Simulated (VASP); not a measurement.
# Ga (Pm-3m) in VASP: single point with PBE

Aim: the single point of Ga with PBE.

Program: VASP 6.6.1. These are calculated values, not measurements. Logs are shortened: lines on timing, memory, paths and dates and some standing lists are left out, and cuts for length are marked.

**1. The cell of the first run**

It takes space group Pm-3m (No. 221, cubic). The conventional cell has a = 3.319 Å, b = 3.319 Å, c = 3.319 Å, α = 90.00°, β = 90.00°, γ = 90.00°. Within 4.4 Å of Ga (site symmetry m-3m) lie 6 Ga at 3.32 Å.

**2. Single point, PBE**

INCAR

```
PREC     = Accurate       # precision mode
ENCUT    = 500            # plane-wave cutoff, eV
EDIFF    = 1E-6           # SCF threshold, eV
ISMEAR   = 1              # smearing method
SIGMA    = 0.1            # smearing width, eV
LREAL    = False          # projectors in reciprocal space
LASPH    = True           # aspherical terms in the spheres
NELM     = 120            # most SCF steps
ALGO     = Normal         # electronic algorithm
ISIF     = 2              # what is computed and relaxed
LWAVE    = False          # write WAVECAR
LCHARG   = True           # write CHGCAR
GGA      = PE             # functional
LELF     = True           # ELF
LVHAR    = True         
NBANDS   = 12             # bands
GGA_COMPAT= False
```

KPOINTS

```
Automatic mesh
0
Gamma
  7 7 7
```

POSCAR

```
Ga
1.0
    3.3189480000      0.0000000000      0.0000000000
    0.0000000000      3.3189480000      0.0000000000
    0.0000000000      0.0000000000      3.3189480000
Ga
1
Direct
    0.0000000000      0.0000000000      0.0000000000
```

Potentials or basis: VASP PAW PBE potentials, release 64 (Ga_d).

Command:

```bash
$ cat potpaw_PBE.64/Ga_d/POTCAR > POTCAR
$ mpirun -np 1 vasp_std > vasp.out
```

OUTCAR:

```text
PREC = Accurate
   ENCUT = 500
   EDIFF = 1E-6
   ISMEAR = 1
   LREAL = False
   LASPH = True
   NELM = 120
   ISIF = 2
   GGA = PE

 ion  position               nearest neighbor table
   1  0.000  0.000  0.000-

  LATTYP: Found a simple cubic cell.
 ALAT       =     3.3189480000

  Lattice vectors:

 A1 = (   3.3189480000,   0.0000000000,   0.0000000000)
 A2 = (   0.0000000000,   3.3189480000,   0.0000000000)
 A3 = (   0.0000000000,   0.0000000000,   3.3189480000)

Analysis of symmetry for initial positions (statically):
=====================================================================
 Subroutine PRICEL returns:
 Original cell was already a primitive cell.

 Routine SETGRP: Setting up the symmetry group for a
 simple cubic supercell.

 Subroutine GETGRP returns: Found 48 space group operations
[... 9 lines left out ...]

 Routine SETGRP: Setting up the symmetry group for a
 simple cubic supercell.

 Subroutine GETGRP returns: Found 48 space group operations
[... 11 lines left out ...]
                                     Primitive cell

  volume of cell :      36.5596

  direct lattice vectors                    reciprocal lattice vectors
     3.318948000  0.000000000  0.000000000     0.301300292  0.000000000  0.000000000
     0.000000000  3.318948000  0.000000000     0.000000000  0.301300292  0.000000000
     0.000000000  0.000000000  3.318948000     0.000000000  0.000000000  0.301300292

  length of vectors
     3.318948000  3.318948000  3.318948000     0.301300292  0.301300292  0.301300292

  position of ions in fractional coordinates (direct lattice)
     0.000000000  0.000000000  0.000000000

  ion indices of the primitive-cell ions
   primitive index   ion index
                 1           1

----------------------------------------------------------------------------------------

 KPOINTS: Automatic mesh

Automatic generation of k-mesh.
 Grid dimensions read from file:
 generate k-points for:    7    7    7

 Generating k-lattice:

  Cartesian coordinates                     Fractional coordinates (reciprocal lattice)
     0.043042899  0.000000000  0.000000000     0.142857143  0.000000000  0.000000000
     0.000000000  0.043042899  0.000000000     0.000000000  0.142857143  0.000000000
     0.000000000  0.000000000  0.043042899     0.000000000  0.000000000  0.142857143

  Length of vectors
     0.043042899  0.043042899  0.043042899

  Shift w.r.t. Gamma in fractional coordinates (k-lattice)
[... 50 lines left out ...]
   NSW    =      0    number of steps for IOM
   IBRION =     -1    ionic relax: 0-MD 1-quasi-New 2-CG
   NFREE  =      0    steps in history (QN), initial steepest desc. (CG)
   ISIF   =      2    stress and relaxation
   ISYM   =      2    0-nonsym 1-usesym 2-fastsym
   POTIM  = 0.5000    time-step for ionic-motion
   TEBEG  =    0.0;   TEEND  =   0.0 temperature during run
   PSTRESS=    0.0 pullay stress
   NELECT =      13.0000    total number of electrons
   NUPDOWN=      -1.0000    fix difference up-down
   EMIN   =  10.00;   EMAX   =-10.00  energy-range for DOS
   EFERMI =   0.00;   METHOD = LEGACY
   ISMEAR =     1;   SIGMA  =   0.10  broadening in eV -4-tet -1-fermi 0-gaus
   EFERMI_NEDOS =   21; number of points for ismear=-14 and -15
   IALGO  =     38    algorithm
   IMIX   =      4    mixing-type and parameters
     AMIX     =   0.40;   BMIX     =  1.00
     AMIX_MAG =   1.60;   BMIX_MAG =  1.00
  volume/ion in A,a.u.               =      36.56       246.72
  Fermi-wavevector in a.u.,A,eV,Ry     =   1.159815  2.191733 18.302170  1.345172
  Thomas-Fermi vector in A             =   2.296404
   LORBIT       =      0    0 simple, 1 ext, 2 COOP (PROOUT), +10 PAW based schemes
   GGA     = PE    functional components
   LHFCALC =     F    Hartree Fock is set to
   AEXX    =    0.0000 exact exchange contribution
   IVDW    =     0    specifies the selected vdW correction
   LEPSILON=     F    determine dielectric tensor
   LRPA    =     F    only Hartree local field effects (RPA)
 non-spin polarized calculation
 Methfessel and Paxton  Order N= 1 SIGMA  =   0.10
  energy-cutoff  :      500.00
  volume of cell :       36.56
 maximum number of plane-waves:       940
   NGX = 13   NGY = 13   NGZ = 13

 number of electron      12.9999990 magnetization

 Free energy of the ion-electron system (eV)
  ---------------------------------------------------
  ext. energy  EPLUGINS =         0.00000000
  ---------------------------------------------------
  free energy    TOTEN  =        -2.24674462 eV

  energy without entropy =       -2.24757797  energy(sigma->0) =       -2.24702240

 E-fermi :   1.2681     XC(G=0):  -8.0150

 val. band max:        1.2199013130   @ k =   0.4286   0.2857   0.2857
 cond. band min:       1.3347499967   @ k =   0.4286   0.4286   0.1429
 fundamental gap:      0.1148486837
 Fermi energy:         1.2680667885

 k-point     1 :       0.0000    0.0000    0.0000
  band No.  band energies     occupation
      1     -13.9148      2.00000
      2     -13.9148      2.00000
      3     -13.8082      2.00000
      4     -13.8082      2.00000
      5     -13.8082      2.00000
      6      -6.5137      2.00000
      7       6.5073      0.00000
      8       6.5073      0.00000
      9       6.5073      0.00000
     10       9.4233      0.00000
     11       9.8123      0.00000
     12       9.8123      0.00000
[... 271 lines left out ...]
 k-point    20 :       0.4286    0.4286    0.4286
  band No.  band energies     occupation
      1     -13.8671      2.00000
      2     -13.8666      2.00000
      3     -13.8666      2.00000
      4     -13.7801      2.00000
      5     -13.7801      2.00000
      6      -1.0449      2.00000
      7       2.6773     -0.00000
      8       2.6773     -0.00000
      9       2.8563     -0.00000
     10       7.5447      0.00000
     11       8.0717      0.00000
     12       8.0717      0.00000

------------------------ aborting loop because EDIFF is reached ----------------------------------------

  FORCE on cell =-STRESS in cart. coord.  units (eV):
  Direction    XX          YY          ZZ          XY          YZ          ZX
  --------------------------------------------------------------------------------------
  -------------------------------------------------------------------------------------
  Total       -1.4212533     -1.4212533     -1.4212533      0.0000000      0.0000000     -0.0000000
  in kB      -62.2846048    -62.2846048    -62.2846048      0.0000000      0.0000000     -0.0000000
  external PRESSURE =     -62.2846048 kB  Pullay stress =       0.0000000 kB

 VOLUME and BASIS-vectors are now :
 -----------------------------------------------------------------------------
  energy-cutoff  :      500.00
  volume of cell :       36.56
      direct lattice vectors                 reciprocal lattice vectors
     3.318948000  0.000000000  0.000000000     0.301300292  0.000000000  0.000000000
     0.000000000  3.318948000  0.000000000     0.000000000  0.301300292  0.000000000
     0.000000000  0.000000000  3.318948000     0.000000000  0.000000000  0.301300292

 POSITION                                       TOTAL-FORCE (eV/Angst)
 -----------------------------------------------------------------------------------
      0.00000      0.00000      0.00000         0.000000      0.000000      0.000000
 -----------------------------------------------------------------------------------
    total drift:                                0.000000     -0.000000      0.000000

  FREE ENERGIE OF THE ION-ELECTRON SYSTEM (eV)
  ---------------------------------------------------
  free  energy   TOTEN  =        -2.2467446194 eV

  energy  without entropy=       -2.2475779689  energy(sigma->0) =       -2.24702240
```

OSZICAR:

```text
N       E                     dE             d eps       ncg     rms          rms(c)
DAV:   1     0.477266383244E+02    0.47727E+02   -0.64561E+03   488   0.143E+03
DAV:   2     0.101042587147E+01   -0.46716E+02   -0.45627E+02   504   0.261E+02
DAV:   3    -0.221012064808E+01   -0.32205E+01   -0.32150E+01   552   0.533E+01
DAV:   4    -0.225319854556E+01   -0.43078E-01   -0.43072E-01   536   0.689E+00
DAV:   5    -0.225374504652E+01   -0.54650E-03   -0.54643E-03   560   0.736E-01    0.430E-01
DAV:   6    -0.224780159480E+01    0.59435E-02   -0.12275E-02   592   0.165E+00    0.251E-01
DAV:   7    -0.224676371370E+01    0.10379E-02   -0.38927E-03   680   0.693E-01    0.715E-02
DAV:   8    -0.224673159968E+01    0.32114E-04   -0.44480E-04   556   0.317E-01    0.998E-03
DAV:   9    -0.224674364752E+01   -0.12048E-04   -0.11184E-05   620   0.292E-02    0.216E-03
DAV:  10    -0.224674461936E+01   -0.97184E-06   -0.77132E-07   404   0.116E-02
   1 F= -.22467446E+01 E0= -.22470224E+01  d E =0.833350E-03
```

stdout:

```text
POSCAR found type information on POSCAR Ga
 POSCAR found :  1 types and       1 ions
 scaLAPACK will be used
 LDA part: xc-table for (Slater+PW92), standard interpolation
 POSCAR, INCAR and KPOINTS ok, starting setup
 FFT: planning ... GRIDC
 FFT: planning ... GRID_SOFT
 FFT: planning ... GRID
 WAVECAR not read
 entering main loop
```

It took 3.8 s on 1 thread of Intel Xeon 6975P-C, shared host; peak memory 0.14 GiB.

What came out:

- Free energy: -2.2467 eV
- Pressure: -6.2 GPa
